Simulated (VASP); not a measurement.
Write the native input for VASP 6.6.1 that does the following.

```yaml
Task: single point
Functional: PBE
Potentials_or_basis: VASP PAW PBE potentials, release 64 (Fe, Co)
Cutoff: 600 eV
k_mesh: 14 × 14 × 14
Occupations: gaussian, width 0.1 eV
Spin: collinear spin, ferromagnetic start
Starting_moments: "[3.09, 2.02] μB"
Dipole_correction: no
Further_INCAR_settings: ALGO = Normal; EDIFF = 1e-06; NBANDS = 20
```

The structure of FeCo lies in POSCAR:

```
FeCo
1.0
    2.7568348712      0.0000000000      0.0000000000
    0.0000000000      2.7568348712      0.0000000000
    0.0000000000      0.0000000000      2.7568348712
Fe Co
1 1
Direct
    0.5000000000      0.5000000000      0.5000000000
    0.0000000000      0.0000000000      0.0000000000
```

These files were run (other wordings do the same):

INCAR

```
SYSTEM = FeCo
PREC     = Accurate       ! precision mode
ENCUT    = 600            ! plane-wave cutoff, eV
EDIFF    = 1E-6           ! SCF threshold, eV
ISMEAR   = 0              ! smearing method
SIGMA    = 0.1            ! smearing width, eV
LREAL    = .False.        ! projectors in reciprocal space
LASPH    = .True.         ! aspherical terms in the spheres
NELM     = 200            ! most SCF steps
ALGO     = Normal         ! electronic algorithm
ISIF     = 2              ! what is computed and relaxed
LWAVE    = .False.        ! write WAVECAR
LCHARG   = .True.         ! write CHGCAR
ISPIN    = 2              ! spin polarisation
MAGMOM   = 3.09 2.02      ! initial moments
LORBIT   = 11             ! projections on sites
LMAXMIX  = 4              ! l up to which the mixer works
GGA      = PE             ! functional
LELF     = .True.         ! ELF
LVHAR    = .True.       
NBANDS   = 20             ! bands
GGA_COMPAT= .False.
```

KPOINTS

```
Automatic mesh
0
Gamma
  14 14 14
  0 0 0
```

Potentials or basis: VASP PAW PBE potentials, release 64 (Fe, Co).

Launch:

```sh
$ cat potpaw_PBE.64/Fe/POTCAR potpaw_PBE.64/Co/POTCAR > POTCAR
$ mpirun -np 1 vasp_std > vasp.out
```

Results of the run:

| Property | Result |
| --- | --- |
| Pressure | 21.5 GPa |
| Net moment | 4.37 μB per cell |
| Site moments | Fe +2.64; Co +1.72 μB |
| Valence electrons inside the program's atomic spheres | Fe 7.36; Co 8.42 |

Caveat: the cell stands under pressure.

Wall time 3.1 min on 1 thread of Oxide Virtual Turin-like Processor (shared host), peak memory 0.19 GiB.
